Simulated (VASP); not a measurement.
# AgBr (Fm-3m) in VASP: further runs

The runs below take AgBr through single point, with PBEsol.

All numbers are computed with VASP 6.6.1; they aren't measurements. Logs are shortened: lines on timing, memory, paths and dates and some standing lists are left out, and cuts for length are marked.

## (1) The cell of the first run

The structure is cubic, space group Fm-3m (No. 225). Conventional cell: a = 5.347 Å, b = 5.347 Å, c = 5.347 Å, α = 90.00°, β = 90.00°, γ = 90.00°. Ag (site symmetry m-3m) has 6 Br at 2.67 Å within 3.5 Å. Within 3.5 Å of Br (site symmetry m-3m) lie 6 Ag at 2.67 Å.

## (2) Single point, PBEsol

File INCAR:

```
PREC = Accurate ; ENCUT = 500
EDIFF = 1E-6 ; ISMEAR = 0
SIGMA = 0.01 ; LREAL = False
LASPH = True ; NELM = 120
ALGO = Normal ; ISIF = 2
LWAVE = False ; LCHARG = False
GGA = PS ; NBANDS = 16
GGA_COMPAT = False
```

File KPOINTS:

```
regular mesh
0
Gamma
  8 8 8
```

File POSCAR:

```
AgBr
1.0
    0.0000000000      2.6736185478      2.6736185478
    2.6736185478      0.0000000000      2.6736185478
    2.6736185478      2.6736185478      0.0000000000
Ag Br
1 1
Direct
    0.0000000000      0.0000000000      0.0000000000
    0.5000000000      0.5000000000      0.5000000000
```

Potentials or basis: VASP PAW PBE potentials, release 64 (Ag, Br).

Run with:

```console
> cat potpaw_PBE.64/Ag/POTCAR potpaw_PBE.64/Br/POTCAR > POTCAR
> mpirun -np 1 vasp_std > vasp.out
```

OUTCAR:

```text
PREC = Accurate
   ENCUT = 500
   EDIFF = 1E-6
   ISMEAR = 0
   LREAL = False
   LASPH = True
   NELM = 120
   ISIF = 2
   GGA = PS

 ion  position               nearest neighbor table
   1  0.000  0.000  0.000-   2 2.67   2 2.67   2 2.67   2 2.67   2 2.67   2 2.67
   2  0.500  0.500  0.500-   1 2.67   1 2.67   1 2.67   1 2.67   1 2.67   1 2.67

  LATTYP: Found a face centered cubic cell.
 ALAT       =     5.3472370956

  Lattice vectors:

 A1 = (   0.0000000000,   2.6736185478,   2.6736185478)
 A2 = (   2.6736185478,   0.0000000000,   2.6736185478)
 A3 = (   2.6736185478,   2.6736185478,   0.0000000000)

Analysis of symmetry for initial positions (statically):
=====================================================================
 Subroutine PRICEL returns:
 Original cell was already a primitive cell.

 Routine SETGRP: Setting up the symmetry group for a
 face centered cubic supercell.

 Subroutine GETGRP returns: Found 48 space group operations
 (whereof 48 operations were pure point group operations)
 out of a pool of 48 trial point group operations.

The static configuration has the point symmetry O_h .

Analysis of symmetry for dynamics (positions and initial velocities):
=====================================================================
 Subroutine PRICEL returns:
 Original cell was already a primitive cell.

 Routine SETGRP: Setting up the symmetry group for a
 face centered cubic supercell.

 Subroutine GETGRP returns: Found 48 space group operations
 (whereof 48 operations were pure point group operations)
 out of a pool of 48 trial point group operations.

The dynamic configuration has the point symmetry O_h .

 Subroutine INISYM returns: Found 48 space group operations
 (whereof 48 operations are pure point group operations),
 and found     1 'primitive' translations

----------------------------------------------------------------------------------------

                                     Primitive cell

  volume of cell :      38.2233

  direct lattice vectors                    reciprocal lattice vectors
     0.000000000  2.673618548  2.673618548    -0.187012467  0.187012467  0.187012467
     2.673618548  0.000000000  2.673618548     0.187012467 -0.187012467  0.187012467
     2.673618548  2.673618548  0.000000000     0.187012467  0.187012467 -0.187012467

  length of vectors
     3.781067611  3.781067611  3.781067611     0.323915094  0.323915094  0.323915094

  position of ions in fractional coordinates (direct lattice)
     0.000000000  0.000000000  0.000000000
     0.500000000  0.500000000  0.500000000

  ion indices of the primitive-cell ions
   primitive index   ion index
                 1           1
                 2           2

----------------------------------------------------------------------------------------

 KPOINTS: regular mesh

Automatic generation of k-mesh.
 Grid dimensions read from file:
 generate k-points for:    8    8    8

 Generating k-lattice:

  Cartesian coordinates                     Fractional coordinates (reciprocal lattice)
    -0.023376558  0.023376558  0.023376558     0.125000000  0.000000000  0.000000000
     0.023376558 -0.023376558  0.023376558     0.000000000  0.125000000  0.000000000
     0.023376558  0.023376558 -0.023376558     0.000000000  0.000000000  0.125000000

  Length of vectors
     0.040489387  0.040489387  0.040489387

  Shift w.r.t. Gamma in fractional coordinates (k-lattice)
     0.000000000  0.000000000  0.000000000

 Subroutine IBZKPT returns following result:
 ===========================================

 Found     29 irreducible k-points:

 Following reciprocal coordinates:
            Coordinates               Weight
  0.000000  0.000000  0.000000      1.000000
  0.125000  0.000000  0.000000      8.000000
  0.250000  0.000000  0.000000      8.000000
  0.375000  0.000000  0.000000      8.000000
  0.500000  0.000000  0.000000      4.000000
  0.125000  0.125000  0.000000      6.000000
[... 16 lines left out ...]
  0.500000  0.250000  0.125000     48.000000
 -0.375000  0.250000  0.125000     24.000000
 [... further k-points ...]
   k-points           NKPTS =     29   k-points in BZ     NKDIM =     29   number of bands    NBANDS=     16
   number of dos      NEDOS =    301   number of ions     NIONS =      2
   total plane-waves  NPLWV =  21952
   dimension x,y,z NGX =    28 NGY =   28 NGZ =   28
   dimension x,y,z NGXF=    56 NGYF=   56 NGZF=   56
   ions per type =               1   1
   NGX,Y,Z   is equivalent  to a cutoff of  12.31, 12.31, 12.31 a.u.
   NGXF,Y,Z  is equivalent  to a cutoff of  24.62, 24.62, 24.62 a.u.
 SYSTEM =  unknown system
   PREC   = accura    normal or accurate (medium, high low for compatibility)
   ISTART =      0    job   : 0-new  1-cont  2-samecut
   ICHARG =      2    charge: 1-file 2-atom 10-const
   ISPIN  =      1    spin polarized calculation?
   LNONCOLLINEAR =      F non collinear calculations
   LSORBIT =      F    spin-orbit coupling
   LASPH  =      T    aspherical Exc in radial PAW
   ENCUT  =  500.0 eV  36.75 Ry    6.06 a.u.   6.89  6.89  6.89*2*pi/ulx,y,z
   NELM   =    120;   NELMIN=  2; NELMDL= -5     # of ELM steps
   EDIFF  = 0.1E-05   stopping-criterion for ELM
   LREAL  =      F    real-space projection
[... 7 lines left out ...]
   TEBEG  =    0.0;   TEEND  =   0.0 temperature during run
   PSTRESS=    0.0 pullay stress
   NELECT =      18.0000    total number of electrons
   NUPDOWN=      -1.0000    fix difference up-down
   EMIN   =  10.00;   EMAX   =-10.00  energy-range for DOS
   EFERMI =   0.00;   METHOD = LEGACY
   ISMEAR =     0;   SIGMA  =   0.01  broadening in eV -4-tet -1-fermi 0-gaus
   EFERMI_NEDOS =   21; number of points for ismear=-14 and -15
   IALGO  =     38    algorithm
   IMIX   =      4    mixing-type and parameters
     AMIX     =   0.40;   BMIX     =  1.00
     AMIX_MAG =   1.60;   BMIX_MAG =  1.00
  volume/ion in A,a.u.               =      19.11       128.97
  Fermi-wavevector in a.u.,A,eV,Ry     =   1.273668  2.406883 22.071780  1.622230
  Thomas-Fermi vector in A             =   2.406479
   LORBIT       =      0    0 simple, 1 ext, 2 COOP (PROOUT), +10 PAW based schemes
   GGA     = PS    functional components
   LHFCALC =     F    Hartree Fock is set to
   AEXX    =    0.0000 exact exchange contribution
   IVDW    =     0    specifies the selected vdW correction
   LEPSILON=     F    determine dielectric tensor
   LRPA    =     F    only Hartree local field effects (RPA)
 non-spin polarized calculation
 Gauss-broadening in eV      SIGMA  =   0.01
  energy-cutoff  :      500.00
  volume of cell :       38.22
 maximum number of plane-waves:       982
   NGX = 13   NGY = 13   NGZ = 13

 number of electron      18.0000001 magnetization

 Free energy of the ion-electron system (eV)
  ---------------------------------------------------
  ext. energy  EPLUGINS =         0.00000000
  ---------------------------------------------------
  free energy    TOTEN  =        -5.40864553 eV

  energy without entropy =       -5.40864553  energy(sigma->0) =       -5.40864553

 E-fermi :   6.5190     XC(G=0): -11.1968

 val. band max:        6.4570495885   @ k =   0.5000   0.0000   0.0000
 cond. band min:       7.0406900534   @ k =   0.0000   0.0000   0.0000
 fundamental gap:      0.5836404650
 Fermi energy:         6.5189752888

 k-point     1 :       0.0000    0.0000    0.0000
  band No.  band energies     occupation
      1     -10.2848      2.00000
      2       2.4674      2.00000
      3       2.4674      2.00000
      4       2.4674      2.00000
      5       2.4802      2.00000
      6       2.4802      2.00000
[... 8 lines left out ...]
     15      18.9933      0.00000
     16      18.9933      0.00000

 k-point     2 :       0.1250    0.0000    0.0000
  band No.  band energies     occupation
      1     -10.1775      2.00000
      2       1.9409      2.00000
      3       1.9409      2.00000
      4       1.9745      2.00000
      5       2.5406      2.00000
      6       2.5406      2.00000
[... 8 lines left out ...]
     15      17.6762      0.00000
     16      17.7055      0.00000

 k-point     3 :       0.2500    0.0000    0.0000
  band No.  band energies     occupation
      1      -9.8994      2.00000
      2       0.6446      2.00000
      3       1.2533      2.00000
      4       1.2533      2.00000
      5       2.7211      2.00000
      6       2.7211      2.00000
[... 8 lines left out ...]
     15      17.8744      0.00000
     16      17.8744      0.00000

 k-point     4 :       0.3750    0.0000    0.0000
  band No.  band energies     occupation
      1      -9.5872      2.00000
      2      -0.4789      2.00000
      3       0.7967      2.00000
      4       0.7967      2.00000
      5       2.9126      2.00000
      6       2.9126      2.00000
[... 8 lines left out ...]
     15      18.9049      0.00000
     16      18.9049      0.00000

 k-point     5 :       0.5000    0.0000    0.0000
  band No.  band energies     occupation
      1      -9.4451      2.00000
      2      -0.9071      2.00000
      3       0.6390      2.00000
      4       0.6390      2.00000
      5       2.9956      2.00000
      6       2.9956      2.00000
[... 8 lines left out ...]
     15      19.6673      0.00000
     16      19.6673      0.00000

 k-point     6 :       0.1250    0.1250    0.0000
  band No.  band energies     occupation
      1     -10.1457      2.00000
      2       1.3429      2.00000
      3       2.2872      2.00000
      4       2.2872      2.00000
      5       2.3930      2.00000
      6       2.5185      2.00000
[... 8 lines left out ...]
     15      18.8567      0.00000
     16      20.1637      0.00000

 k-point     7 :       0.2500    0.1250    0.0000
  band No.  band energies     occupation
      1      -9.9346      2.00000
      2       0.6030      2.00000
      3       1.6490      2.00000
      4       1.7287      2.00000
      5       2.5140      2.00000
      6       2.7282      2.00000
[... 8 lines left out ...]
     15      19.3748      0.00000
     16      19.3938      0.00000

 k-point     8 :       0.3750    0.1250    0.0000
  band No.  band energies     occupation
      1      -9.6435      2.00000
      2      -0.1531      2.00000
      3       0.9080      2.00000
      4       1.1206      2.00000
      5       2.7173      2.00000
      6       2.9387      2.00000
[... 8 lines left out ...]
     15      19.4257      0.00000
     16      19.8044      0.00000

 k-point     9 :       0.5000    0.1250    0.0000
  band No.  band energies     occupation
      1      -9.4452      2.00000
      2      -0.6704      2.00000
      3       0.6461      2.00000
      4       0.7586      2.00000
      5       2.9147      2.00000
      6       3.0146      2.00000
[... 8 lines left out ...]
     15      19.8695      0.00000
     16      20.3829      0.00000
[... 172 lines left out ...]
 k-point    19 :       0.5000    0.3750    0.0000
  band No.  band energies     occupation
      1      -9.4392      2.00000
      2       0.2533      2.00000
      3       1.4055      2.00000
      4       1.7066      2.00000
      5       2.4842      2.00000
      6       3.0980      2.00000
[... 8 lines left out ...]
     15      21.1145      0.00000
     16      22.1915      0.00000

 k-point    20 :      -0.3750    0.3750    0.0000
  band No.  band energies     occupation
      1      -9.3820      2.00000
      2       0.4871      2.00000
      3       0.5214      2.00000
      4       1.1512      2.00000
      5       2.7353      2.00000
      6       3.0818      2.00000
[... 8 lines left out ...]
     15      19.3417      0.00000
     16      23.2612      0.00000

 k-point    21 :       0.5000    0.5000    0.0000
  band No.  band energies     occupation
      1      -9.4366      2.00000
      2       0.3238      2.00000
      3       1.9752      2.00000
      4       2.3551      2.00000
      5       2.3551      2.00000
      6       2.7470      2.00000
[... 8 lines left out ...]
     15      21.6317      0.00000
     16      21.6317      0.00000

 k-point    22 :       0.3750    0.2500    0.1250
  band No.  band energies     occupation
      1      -9.7265      2.00000
      2       0.1040      2.00000
      3       1.1824      2.00000
      4       1.5645      2.00000
      5       2.6330      2.00000
      6       2.8739      2.00000
[... 8 lines left out ...]
     15      20.2792      0.00000
     16      21.0276      0.00000

 k-point    23 :       0.5000    0.2500    0.1250
  band No.  band energies     occupation
      1      -9.5023      2.00000
      2      -0.2345      2.00000
      3       0.7949      2.00000
      4       1.0739      2.00000
      5       2.7983      2.00000
      6       3.0076      2.00000
[... 8 lines left out ...]
     15      20.6834      0.00000
     16      21.1597      0.00000

 k-point    24 :      -0.3750    0.2500    0.1250
  band No.  band energies     occupation
      1      -9.4040      2.00000
      2      -0.3586      2.00000
      3       0.6944      2.00000
      4       0.7947      2.00000
      5       2.9240      2.00000
      6       3.0011      2.00000
[... 8 lines left out ...]
     15      19.7899      0.00000
     16      21.4460      0.00000

 [... further k-points ...]

------------------------ aborting loop because EDIFF is reached ----------------------------------------

  FORCE on cell =-STRESS in cart. coord.  units (eV):
  Direction    XX          YY          ZZ          XY          YZ          ZX
  --------------------------------------------------------------------------------------
  -------------------------------------------------------------------------------------
  Total        3.5767044      3.5767044      3.5767044      0.0000000      0.0000000     -0.0000000
  in kB      149.9219784    149.9219784    149.9219784      0.0000000      0.0000000     -0.0000000
  external PRESSURE =     149.9219784 kB  Pullay stress =       0.0000000 kB

 VOLUME and BASIS-vectors are now :
 -----------------------------------------------------------------------------
  energy-cutoff  :      500.00
  volume of cell :       38.22
      direct lattice vectors                 reciprocal lattice vectors
     0.000000000  2.673618548  2.673618548    -0.187012467  0.187012467  0.187012467
     2.673618548  0.000000000  2.673618548     0.187012467 -0.187012467  0.187012467
     2.673618548  2.673618548  0.000000000     0.187012467  0.187012467 -0.187012467

 POSITION                                       TOTAL-FORCE (eV/Angst)
 -----------------------------------------------------------------------------------
      0.00000      0.00000      0.00000         0.000000      0.000000      0.000000
      2.67362      2.67362      2.67362        -0.000000     -0.000000     -0.000000
 -----------------------------------------------------------------------------------
    total drift:                                0.000000      0.000000      0.000000

  FREE ENERGIE OF THE ION-ELECTRON SYSTEM (eV)
  ---------------------------------------------------
  free  energy   TOTEN  =        -5.4086455314 eV

  energy  without entropy=       -5.4086455314  energy(sigma->0) =       -5.40864553
```

Wall time 28 s (1 thread of Intel Xeon 8259CL, shared host); peak memory 0.16 GiB.

Results:

```
Free energy            : -5.4086 eV
Pressure               : 15.0 GPa
Band gap on the k mesh : 0.58 eV, indirect (least direct gap 2.83 eV)
```

Caveat: the PAW data sets were made with another functional, which shifts forces and pressure a little. As with any semilocal functional, this PBEsol gap is likely too small.

(Continued in part 2 of 2.)
